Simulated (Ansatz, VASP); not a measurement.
## ZnS in VASP and in Ansatz

```
CELL_PARAMETERS angstrom
3.93506 0.00000 0.00000
-1.96753 3.40786 0.00000
0.00000 0.00000 6.02024
ATOMIC_POSITIONS crystal
Zn 0.33333 0.66667 0.00520
Zn 0.66667 0.33333 0.50520
S 0.33333 0.66667 0.34014
S 0.66667 0.33333 0.84014
```

Alike in both runs: task single point; functional PBE; k mesh 9 × 9 × 4; occupations gaussian, width 0.05 eV; no spin polarisation.

|  | VASP | Ansatz |
| --- | --- | --- |
| version | VASP 6.6.1 | Ansatz 0.2.0 |
| potentials or method | VASP PAW PBE potentials, release 64 (Zn, S), cutoff 520 eV | scalar-relativistic, plane waves, PAW |
| valence electrons in the cell | 36 | 36 |

```csv
,VASP,Ansatz,Ansatz less VASP
gap on the k mesh at the Fermi level (eV),2.11,2.11,-0.008
least direct gap on the mesh (eV),2.11,2.11,-0.008
pressure (GPa),6.7,6.5,-0.16
"traceless stress, the component that is largest in VASP (GPa)",21.70,21.60,-0.097
rms of the force components (eV/Å),2.229,2.220,-0.0091
```

Atom by atom the forces differ by 0.009 eV/Å (rms over components). With one functional, cell and mesh, what is left measures potentials, basis and numerics.
